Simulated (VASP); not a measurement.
Input of a VASP 6.6.1 run:

File INCAR:

```
PREC = Accurate
ENCUT = 520
EDIFF = 1E-6
ISMEAR = -1
SIGMA = 0.1
LREAL = F
LASPH = T
NELM = 60
ALGO = Normal
ISIF = 2
LWAVE = F
LCHARG = T
GGA = PS
LELF = T
LVHAR = T
NBANDS = 20
```

KPOINTS

```
regular mesh
0
Gamma
  12 12 12
```

POSCAR

```
PdRh
1.0
    1.3605746448      0.7855281432      4.4344920342
   -1.3605746448      0.7855281432      4.4344920342
    0.0000000000     -1.5710562765      4.4344920342
Pd Rh
1 1
Direct
    0.0000000000      0.0000000000      0.0000000000
    0.5000000000      0.5000000000      0.5000000000
```

Potentials or basis: VASP PAW PBE potentials, release 64 (Pd, Rh_pv).

Launch:

```bash
$ cat potpaw_PBE.64/Pd/POTCAR potpaw_PBE.64/Rh_pv/POTCAR > POTCAR
$ mpirun -np 1 vasp_std > vasp.out
```

Q: Predict the pressure.

A: -3.4 GPa.

Stress tensor (GPa, compression positive):
```
-3.24  0.00  0.00
 0.00 -3.24  0.00
 0.00  0.00 -3.63
```

Caveat: the PAW data sets were made with another functional, which shifts forces and pressure a little.
